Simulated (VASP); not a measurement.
# VH2 (Fm-3m) in VASP: single point with r2SCAN

Aim: the single point of VH2 with r2SCAN.

Everything below comes from runs of VASP 6.6.1. Logs are shortened: lines on timing, memory, paths and dates and some standing lists are left out, and cuts for length are marked.

**1. The cell of the first run**

The structure is cubic, space group Fm-3m (No. 225). Conventional cell: a = 4.188 Å, b = 4.188 Å, c = 4.188 Å, α = 90.00°, β = 90.00°, γ = 90.00°. V (site symmetry m-3m) has 8 H at 1.81 Å within 2.4 Å. Within 2.4 Å of H (site symmetry -43m) lie 4 V at 1.81 Å and 6 H at 2.09 Å.

**2. Single point, r2SCAN, collinear spin, ferromagnetic start**

The input, POSCAR:

```
VH2
1.0
    0.0000000000      2.0938294958      2.0938294958
    2.0938294958      0.0000000000      2.0938294958
    2.0938294958      2.0938294958      0.0000000000
V H
1 2
Direct
    0.0000000000      0.0000000000      0.0000000000
    0.2500000000      0.2500000000      0.2500000000
    0.7500000000      0.7500000000      0.7500000000
```

The input, INCAR.step1:

```
SYSTEM = VH2
PREC     = Accurate       ! precision mode
ENCUT    = 520            ! plane-wave cutoff, eV
ISMEAR   = 0              ! smearing method
SIGMA    = 0.1            ! smearing width, eV
LREAL    = .FALSE.        ! projectors in reciprocal space
LASPH    = .TRUE.         ! aspherical terms in the spheres
NELM     = 150            ! most SCF steps
ISPIN    = 2              ! spin polarisation
MAGMOM   = 1.04 0 0       ! initial moments
LMAXMIX  = 4              ! l up to which the mixer works
NBANDS   = 18             ! bands
GGA      = PE             ! functional
ALGO     = Normal         ! electronic algorithm
EDIFF    = 1E-4           ! SCF threshold, eV
LWAVE    = .TRUE.         ! write WAVECAR
LCHARG   = .FALSE.        ! write CHGCAR
```

The input, INCAR.step2:

```
SYSTEM = VH2
PREC     = Accurate       ! precision mode
ENCUT    = 520            ! plane-wave cutoff, eV
EDIFF    = 1E-6           ! SCF threshold, eV
ISMEAR   = 0              ! smearing method
SIGMA    = 0.1            ! smearing width, eV
LREAL    = .FALSE.        ! projectors in reciprocal space
LASPH    = .TRUE.         ! aspherical terms in the spheres
NELM     = 150            ! most SCF steps
ALGO     = Normal         ! electronic algorithm
ISIF     = 2              ! what is computed and relaxed
LWAVE    = .FALSE.        ! write WAVECAR
LCHARG   = .FALSE.        ! write CHGCAR
ISPIN    = 2              ! spin polarisation
MAGMOM   = 1.04 0 0       ! initial moments
LORBIT   = 11             ! projections on sites
LMAXMIX  = 4              ! l up to which the mixer works
METAGGA  = R2SCAN         ! meta-GGA
LMIXTAU  = .TRUE.       
NBANDS   = 18             ! bands
ISTART   = 1
```

The input, KPOINTS:

```
regular mesh
0
G
  14 14 14
  0 0 0
```

Potentials or basis: VASP PAW PBE potentials, release 64 (V_sv, H).

Run with:

```bash
$ cat potpaw_PBE.64/V_sv/POTCAR potpaw_PBE.64/H/POTCAR > POTCAR
$ cp INCAR.step1 INCAR
$ mpirun -np 1 vasp_std > vasp.out
$ cp INCAR.step2 INCAR
$ mpirun -np 1 vasp_std > vasp.out
```

OUTCAR:

```text
SYSTEM = VH2
   PREC = Accurate
   ENCUT = 520
   EDIFF = 1E-6
   ISMEAR = 0
   LREAL = .FALSE.
   LASPH = .TRUE.
   NELM = 150
   ISIF = 2
   ISPIN = 2
   LORBIT = 11
   METAGGA = R2SCAN
   ISTART = 1

 ion  position               nearest neighbor table
   1  0.000  0.000  0.000-   2 1.81   3 1.81   3 1.81   3 1.81   3 1.81   2 1.81   2 1.81   2 1.81

   2  0.250  0.250  0.250-   1 1.81   1 1.81   1 1.81   1 1.81
   3  0.750  0.750  0.750-   1 1.81   1 1.81   1 1.81   1 1.81

  LATTYP: Found a face centered cubic cell.
 ALAT       =     4.1876589916

  Lattice vectors:

 A1 = (   0.0000000000,   2.0938294958,   2.0938294958)
 A2 = (   2.0938294958,   0.0000000000,   2.0938294958)
 A3 = (   2.0938294958,   2.0938294958,   0.0000000000)

Analysis of symmetry for initial positions (statically):
=====================================================================
 Subroutine PRICEL returns:
 Original cell was already a primitive cell.

 Routine SETGRP: Setting up the symmetry group for a
 face centered cubic supercell.

 Subroutine GETGRP returns: Found 48 space group operations
 (whereof 48 operations were pure point group operations)
 out of a pool of 48 trial point group operations.

The static configuration has the point symmetry O_h .

Analysis of symmetry for dynamics (positions and initial velocities):
=====================================================================
 Subroutine PRICEL returns:
 Original cell was already a primitive cell.

 Routine SETGRP: Setting up the symmetry group for a
 face centered cubic supercell.

 Subroutine GETGRP returns: Found 48 space group operations
 (whereof 48 operations were pure point group operations)
 out of a pool of 48 trial point group operations.

The dynamic configuration has the point symmetry O_h .

Analysis of structural, dynamic, and magnetic symmetry:
=====================================================================
 Subroutine PRICEL returns:
 Original cell was already a primitive cell.

 Routine SETGRP: Setting up the symmetry group for a
 face centered cubic supercell.

 Subroutine GETGRP returns: Found 48 space group operations
 (whereof 48 operations were pure point group operations)
 out of a pool of 48 trial point group operations.

The overall configuration has the point symmetry O_h .

 Subroutine INISYM returns: Found 48 space group operations
 (whereof 48 operations are pure point group operations),
 and found     1 'primitive' translations

----------------------------------------------------------------------------------------

                                     Primitive cell

  volume of cell :      18.3592

  direct lattice vectors                    reciprocal lattice vectors
     0.000000000  2.093829496  2.093829496    -0.238796903  0.238796903  0.238796903
     2.093829496  0.000000000  2.093829496     0.238796903 -0.238796903  0.238796903
     2.093829496  2.093829496  0.000000000     0.238796903  0.238796903 -0.238796903

  length of vectors
     2.961122070  2.961122070  2.961122070     0.413608370  0.413608370  0.413608370

  position of ions in fractional coordinates (direct lattice)
     0.000000000  0.000000000  0.000000000
     0.250000000  0.250000000  0.250000000
     0.750000000  0.750000000  0.750000000

  ion indices of the primitive-cell ions
   primitive index   ion index
                 1           1
                 2           2
                 3           3

----------------------------------------------------------------------------------------

 KPOINTS: regular mesh

Automatic generation of k-mesh.
 Grid dimensions read from file:
 generate k-points for:   14   14   14

 Generating k-lattice:

  Cartesian coordinates                     Fractional coordinates (reciprocal lattice)
    -0.017056922  0.017056922  0.017056922     0.071428571  0.000000000  0.000000000
     0.017056922 -0.017056922  0.017056922     0.000000000  0.071428571  0.000000000
     0.017056922  0.017056922 -0.017056922     0.000000000  0.000000000  0.071428571

  Length of vectors
     0.029543455  0.029543455  0.029543455

  Shift w.r.t. Gamma in fractional coordinates (k-lattice)
     0.000000000  0.000000000  0.000000000

 Subroutine IBZKPT returns following result:
 ===========================================

 Found    104 irreducible k-points:

 Following reciprocal coordinates:
            Coordinates               Weight
  0.000000  0.000000  0.000000      1.000000
  0.071429  0.000000  0.000000      8.000000
  0.142857  0.000000  0.000000      8.000000
  0.214286  0.000000  0.000000      8.000000
  0.285714  0.000000  0.000000      8.000000
  0.357143  0.000000  0.000000      8.000000
[... 16 lines left out ...]
  0.214286  0.142857  0.000000     24.000000
  0.285714  0.142857  0.000000     24.000000
 [... further k-points ...]
   k-points           NKPTS =    104   k-points in BZ     NKDIM =    104   number of bands    NBANDS=     18
   number of dos      NEDOS =    301   number of ions     NIONS =      3
   total plane-waves  NPLWV =  13824
   dimension x,y,z NGX =    24 NGY =   24 NGZ =   24
   dimension x,y,z NGXF=    48 NGYF=   48 NGZF=   48
   ions per type =               1   2
   NGX,Y,Z   is equivalent  to a cutoff of  13.47, 13.47, 13.47 a.u.
   NGXF,Y,Z  is equivalent  to a cutoff of  26.95, 26.95, 26.95 a.u.
 SYSTEM =  VH2
   PREC   = accura    normal or accurate (medium, high low for compatibility)
   ISTART =      1    job   : 0-new  1-cont  2-samecut
   ICHARG =      0    charge: 1-file 2-atom 10-const
   ISPIN  =      2    spin polarized calculation?
   LNONCOLLINEAR =      F non collinear calculations
   LSORBIT =      F    spin-orbit coupling
   LASPH  =      T    aspherical Exc in radial PAW
   ENCUT  =  520.0 eV  38.22 Ry    6.18 a.u.   5.51  5.51  5.51*2*pi/ulx,y,z
   NELM   =    150;   NELMIN=  2; NELMDL=  0     # of ELM steps
   EDIFF  = 0.1E-05   stopping-criterion for ELM
   LREAL  =      F    real-space projection
   EDIFFG = 0.1E-04   stopping-criterion for IOM
   NSW    =      0    number of steps for IOM
   IBRION =     -1    ionic relax: 0-MD 1-quasi-New 2-CG
   NFREE  =      0    steps in history (QN), initial steepest desc. (CG)
   ISIF   =      2    stress and relaxation
   ISYM   =      2    0-nonsym 1-usesym 2-fastsym
   POTIM  = 0.5000    time-step for ionic-motion
   TEBEG  =    0.0;   TEEND  =   0.0 temperature during run
   PSTRESS=    0.0 pullay stress
   NELECT =      15.0000    total number of electrons
   NUPDOWN=      -1.0000    fix difference up-down
   EMIN   =  10.00;   EMAX   =-10.00  energy-range for DOS
   EFERMI =   0.00;   METHOD = LEGACY
   ISMEAR =     0;   SIGMA  =   0.10  broadening in eV -4-tet -1-fermi 0-gaus
   EFERMI_NEDOS =   21; number of points for ismear=-14 and -15
   IALGO  =     38    algorithm
   IMIX   =      4    mixing-type and parameters
     AMIX     =   0.40;   BMIX     =  1.00
     AMIX_MAG =   1.60;   BMIX_MAG =  1.00
  volume/ion in A,a.u.               =       6.12        41.30
  Fermi-wavevector in a.u.,A,eV,Ry     =   1.530455  2.892141 31.868830  2.342293
  Thomas-Fermi vector in A             =   2.637936
   LORBIT       =     11    0 simple, 1 ext, 2 COOP (PROOUT), +10 PAW based schemes
   METAGGA = R2SCAN    functional components
   LHFCALC =     F    Hartree Fock is set to
   AEXX    =    0.0000 exact exchange contribution
   IVDW    =     0    specifies the selected vdW correction
   LEPSILON=     F    determine dielectric tensor
   LRPA    =     F    only Hartree local field effects (RPA)
 spin polarized calculation
 Gauss-broadening in eV      SIGMA  =   0.10
  energy-cutoff  :      520.00
  volume of cell :       18.36
 maximum number of plane-waves:       531
 NGX is ok and might be reduce to    24
   NGX = 11   NGY = 11   NGZ = 11

 number of electron      14.9999994 magnetization       0.0000334

 Free energy of the ion-electron system (eV)
  ---------------------------------------------------
  ext. energy  EPLUGINS =         0.00000000
  ---------------------------------------------------
  free energy    TOTEN  =       -21.74245639 eV

  energy without entropy =      -21.73669429  energy(sigma->0) =      -21.73957534

 E-fermi :   8.8285     XC(G=0): -13.3501

 val. band max:        8.8125087025   @ k =   0.4286   0.2143   0.0000
 cond. band min:       8.8427396040   @ k =  -0.3571   0.2857   0.1429
 fundamental gap:      0.0302309016
 Fermi energy:         8.8284597415

 spin component 1

 k-point     1 :       0.0000    0.0000    0.0000
  band No.  band energies     occupation
      1     -58.4105      1.00000
      2     -30.9515      1.00000
      3     -30.9515      1.00000
      4     -30.9515      1.00000
      5      -3.6050      1.00000
      6       7.7742      1.00000
[... 10 lines left out ...]
     17      29.5320      0.00000
     18      29.5320      0.00000
[... 463 lines left out ...]
 k-point    24 :       0.2857    0.1429    0.0000
  band No.  band energies     occupation
      1     -58.3725      1.00000
      2     -31.1647      1.00000
      3     -31.0047      1.00000
      4     -31.0025      1.00000
      5      -1.6395      1.00000
      6       3.8455      1.00000
[... 10 lines left out ...]
     17      31.5073      0.00000
     18      31.8898      0.00000

 [... further k-points ...]

 spin component 2

 k-point     1 :       0.0000    0.0000    0.0000
  band No.  band energies     occupation
      1     -58.4104      1.00000
      2     -30.9515      1.00000
      3     -30.9515      1.00000
      4     -30.9515      1.00000
      5      -3.6050      1.00000
      6       7.7742      1.00000
[... 10 lines left out ...]
     17      29.5320      0.00000
     18      29.5320      0.00000
[... 463 lines left out ...]
 k-point    24 :       0.2857    0.1429    0.0000
  band No.  band energies     occupation
      1     -58.3725      1.00000
      2     -31.1647      1.00000
      3     -31.0046      1.00000
      4     -31.0025      1.00000
      5      -1.6395      1.00000
      6       3.8455      1.00000
[... 10 lines left out ...]
     17      31.5073      0.00000
     18      31.8898      0.00000

 [... further k-points ...]
[... 5 lines left out ...]
  --------------------------------------------------------------------------------------
  -------------------------------------------------------------------------------------
  Total        0.0475054      0.0475054      0.0475054      0.0000000      0.0000000      0.0000000
  in kB        4.1457201      4.1457201      4.1457201      0.0000000      0.0000000      0.0000000
  external PRESSURE =       4.1457201 kB  Pullay stress =       0.0000000 kB

 VOLUME and BASIS-vectors are now :
 -----------------------------------------------------------------------------
  energy-cutoff  :      520.00
  volume of cell :       18.36
      direct lattice vectors                 reciprocal lattice vectors
     0.000000000  2.093829496  2.093829496    -0.238796903  0.238796903  0.238796903
     2.093829496  0.000000000  2.093829496     0.238796903 -0.238796903  0.238796903
     2.093829496  2.093829496  0.000000000     0.238796903  0.238796903 -0.238796903

 POSITION                                       TOTAL-FORCE (eV/Angst)
 -----------------------------------------------------------------------------------
      0.00000      0.00000      0.00000         0.000000      0.000000      0.000000
      1.04691      1.04691      1.04691         0.000000      0.000000      0.000000
      3.14074      3.14074      3.14074        -0.000000     -0.000000     -0.000000
 -----------------------------------------------------------------------------------
    total drift:                               -0.000000      0.000000      0.000000

  FREE ENERGIE OF THE ION-ELECTRON SYSTEM (eV)
  ---------------------------------------------------
  free  energy   TOTEN  =       -21.7424563875 eV

  energy  without entropy=      -21.7366942861  energy(sigma->0) =      -21.73957534

 total charge

# of ion       s       p       d       tot
------------------------------------------
    1        2.213   6.237   3.183  11.632
    2        0.597   0.030   0.000   0.627
    3        0.597   0.030   0.000   0.627
--------------------------------------------------
tot          3.407   6.297   3.183  12.887

 magnetization (x)

# of ion       s       p       d       tot
------------------------------------------
    1        0.000   0.000   0.000   0.000
    2       -0.000  -0.000   0.000  -0.000
    3       -0.000  -0.000   0.000  -0.000
--------------------------------------------------
tot         -0.000  -0.000   0.000   0.000
```

Wall time 2 min (1 thread of AMD EPYC 9R45 (Zen 5), shared host); peak memory 0.16 GiB.

Results:

- Free energy: -21.7425 eV
- Pressure: 0.4 GPa
- Net moment: 0.00 μB per cell
- Valence electrons inside the program's atomic spheres: V 11.63; H 0.63

Levels at points of the mesh, in eV from the Fermi level:
Spin up:
```csv
k point,band 6,band 7,band 8,band 9,band 10,band 11
"(0.00, 0.00, 0.00)",-1.05,-1.05,-1.05,0.82,0.82,0.86
"(0.50, 0.00, 0.00)",-6.22,-0.91,-0.91,1.65,1.65,4.62
"(0.50, 0.50, 0.00)",-6.25,-3.90,1.74,1.78,1.78,7.49
```
Spin down:
```
           k point  band 6  band 7  band 8  band 9  band 10  band 11
(0.00, 0.00, 0.00)   -1.05   -1.05   -1.05    0.83     0.83     0.86
(0.50, 0.00, 0.00)   -6.22   -0.91   -0.91    1.65     1.65     4.62
(0.50, 0.50, 0.00)   -6.25   -3.90    1.74    1.78     1.78     7.49
```

Caveat: the moments typed at the start vanished in this run; the PAW data sets were made with another functional, which shifts forces and pressure a little.
